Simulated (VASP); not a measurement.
Write the native input for VASP 6.6.1 that does the following.

```
Task                   : single point
Functional             : LDA
Potentials or basis    : VASP PAW LDA potentials, release 64 (Co_sv)
Cutoff                 : 600 eV
k mesh                 : 13 × 13 × 13
Occupations            : fermi-dirac, width 0.05 eV
Spin                   : collinear spin, ferromagnetic start
Starting moments       : [1.655, 1.655] μB
Dipole correction      : no
Further INCAR settings : ALGO = Normal; EDIFF = 1e-06; NBANDS = 28
```

The structure of Co lies in POSCAR:

```
Co
1.0
    2.7705954749      0.0000000000      0.0000000000
    0.0000000000      2.7705954749      0.0000000000
    0.0000000000      0.0000000000      2.7705954749
Co
2
Direct
    0.0000000000      0.0000000000      0.0000000000
    0.5000000000      0.5000000000      0.5000000000
```

This isn't the form of Co at room conditions, which is hcp.

One way to write it, as run:

INCAR

```
SYSTEM = Co
ALGO     = Normal         ! electronic algorithm
EDIFF    = 1E-6           ! SCF threshold, eV
ENCUT    = 600            ! plane-wave cutoff, eV
GGA_COMPAT= .False.      
ISIF     = 2              ! what is computed and relaxed
ISMEAR   = -1             ! smearing method
ISPIN    = 2              ! spin polarisation
LASPH    = .True.         ! aspherical terms in the spheres
LCHARG   = .False.        ! write CHGCAR
LMAXMIX  = 4              ! l up to which the mixer works
LORBIT   = 11             ! projections on sites
LREAL    = .False.        ! projectors in reciprocal space
LWAVE    = .False.        ! write WAVECAR
MAGMOM   = 1.655 1.655    ! initial moments
NBANDS   = 28             ! bands
NELM     = 200            ! most SCF steps
PREC     = Accurate       ! precision mode
SIGMA    = 0.05           ! smearing width, eV
```

KPOINTS

```
k-points
0
Gamma
  13 13 13
  0 0 0
```

Potentials or basis: VASP PAW LDA potentials, release 64 (Co_sv).

Launch:

```console
$ cat potpaw_LDA.64/Co_sv/POTCAR > POTCAR
$ mpirun -np 1 vasp_std > vasp.out
```

It gave:

```yaml
Pressure: -13.5 GPa
Net_moment: 3.30 μB per cell
Site_moments: Co +1.67 μB
Valence_electrons_inside_the_program's_atomic_spheres: Co 15.08
```

Caveat: the cell stands under tension.

It took 47 s on 1 thread of Intel(R) Xeon(R) Platinum 8488C (Sapphire Rapids), on a shared host, peak memory 0.19 GiB.
